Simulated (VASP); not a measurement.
Write the native input for VASP 6.6.1 that does the following.

| Property | Result |
| --- | --- |
| Task | single point |
| Functional | r2SCANh |
| Potentials or basis | VASP PAW PBE potentials, release 64 (Ba_sv, Zr_sv, O) |
| Cutoff | 520 eV |
| k mesh | 4 × 4 × 4 |
| Occupations | gaussian, width 0.01 eV |
| Spin | no spin polarisation |
| Dipole correction | no |
| Grid for exact exchange (PRECFOCK) | Fast |
| Further INCAR settings | ALGO = Normal; EDIFF = 1e-07; NBANDS = 28 |
| Share of exact exchange | 0.1 |

BaZrO3:

```
Ba Zr O
1.0
     4.20535    0.00000    0.00000
     0.00000    4.20535    0.00000
     0.00000    0.00000    4.20535
Ba Zr O
1 1 3
Direct
  0.00000 0.00000 0.00000
  0.50000 0.50000 0.50000
  0.00000 0.50000 0.50000
  0.50000 0.00000 0.50000
  0.50000 0.50000 0.00000
```

These files were run (other wordings do the same):

POSCAR

```
BaZrO3
1.0
    4.2053520359      0.0000000000      0.0000000000
    0.0000000000      4.2053520359      0.0000000000
    0.0000000000      0.0000000000      4.2053520359
Ba Zr O
1 1 3
Direct
    0.0000000000      0.0000000000      0.0000000000
    0.5000000000      0.5000000000      0.5000000000
    0.0000000000      0.5000000000      0.5000000000
    0.5000000000      0.0000000000      0.5000000000
    0.5000000000      0.5000000000      0.0000000000
```

INCAR.step1

```
SYSTEM = BaZrO3
ALGO = Normal ; EDIFF = 1E-5
ENCUT = 520 ; GGA = PE
ISIF = 2 ; ISMEAR = 0
LASPH = .True. ; LCHARG = .False.
LREAL = .False. ; LWAVE = .True.
NBANDS = 28 ; NELM = 60
PREC = Accurate ; SIGMA = 0.01
```

INCAR.step2

```
SYSTEM = BaZrO3
AEXX = 0.1 ; ALGO = Normal
EDIFF = 1E-7 ; ENCUT = 520
ISIF = 2 ; ISMEAR = 0
ISTART = 1 ; LASPH = .True.
LCHARG = .False. ; LHFCALC = .True.
LMIXTAU = .True. ; LREAL = .False.
LWAVE = .False. ; METAGGA = R2SCAN
NBANDS = 28 ; NELM = 60
PREC = Accurate ; PRECFOCK = Fast
SIGMA = 0.01
```

KPOINTS

```
k-points
0
Gamma
  4 4 4
  0 0 0
```

Potentials or basis: VASP PAW PBE potentials, release 64 (Ba_sv, Zr_sv, O).

Launch:

```bash
$ cat potpaw_PBE.64/Ba_sv/POTCAR potpaw_PBE.64/Zr_sv/POTCAR potpaw_PBE.64/O/POTCAR > POTCAR
$ cp INCAR.step1 INCAR
$ mpirun -np 1 vasp_std > vasp.out
$ cp INCAR.step2 INCAR
$ mpirun -np 1 vasp_std > vasp.out
```

It gave:

```json
{
 "Pressure": "-0.1 GPa",
 "Band gap on the k mesh": "4.51 eV (least direct gap 4.78 eV)"
}
```

Caveat: the PAW data sets were made with another functional, which shifts forces and pressure a little; spin-orbit coupling is left out, which moves the levels of the heavy elements.

It took 35 min on 1 thread of Oxide Virtual Turin-like Processor, with other jobs on the host, peak memory 0.19 GiB.
